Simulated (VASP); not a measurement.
Wanted: the native input for a VASP 6.6.1 run.

```yaml
Task: single point
Functional: PBE
Potentials_or_basis: VASP PAW PBE potentials, release 64 (Sc_sv)
Cutoff: 520 eV
k_mesh: 18 × 18 × 10
Occupations: gaussian, width 0.15 eV
Spin: no spin polarisation
Dipole_correction: no
Further_INCAR_settings: ALGO = Fast; EDIFF = 1e-07; NBANDS = 18
```

The structure of Sc lies in POSCAR:

```
Sc
1.0
    3.2554208553      0.0000000000      0.0000000000
   -1.6277104276      2.8192771608      0.0000000000
    0.0000000000      0.0000000000      5.4421682672
Sc
2
Direct
    0.3333333333      0.6666666667      0.2500000000
    0.6666666667      0.3333333333      0.7500000000
```

This cell differs from its parent crystal: ratio of the length along z to the lengths across it x 1.05, volume and fractional coordinates fixed.

One way to write it, as run:

INCAR

```
SYSTEM = Sc
PREC = Accurate ; ENCUT = 520
EDIFF = 1E-7 ; ISMEAR = 0
SIGMA = 0.15 ; LREAL = .FALSE.
LASPH = .TRUE. ; NELM = 100
ALGO = Fast ; ISIF = 2
LWAVE = .FALSE. ; LCHARG = .FALSE.
GGA = PE ; NBANDS = 18
```

KPOINTS

```
Automatic mesh
0
G
  18 18 10
  0 0 0
```

Potentials or basis: VASP PAW PBE potentials, release 64 (Sc_sv).

Launch:

```sh
$ cat potpaw_PBE.64/Sc_sv/POTCAR > POTCAR
$ mpirun -np 1 vasp_std > vasp.out
```

It gave:

```json
{
  "Pressure": "-0.4 GPa",
  "Band gap on the k mesh": "zero (band 11 reaches 4.32 eV, above the bottom of band 12 at 3.22 eV)"
}
```

It took 2.9 min on 1 thread of Intel(R) Xeon(R) Platinum 8375C CPU @ 2.90GHz (Ice Lake), on a shared host, peak memory 0.28 GiB.
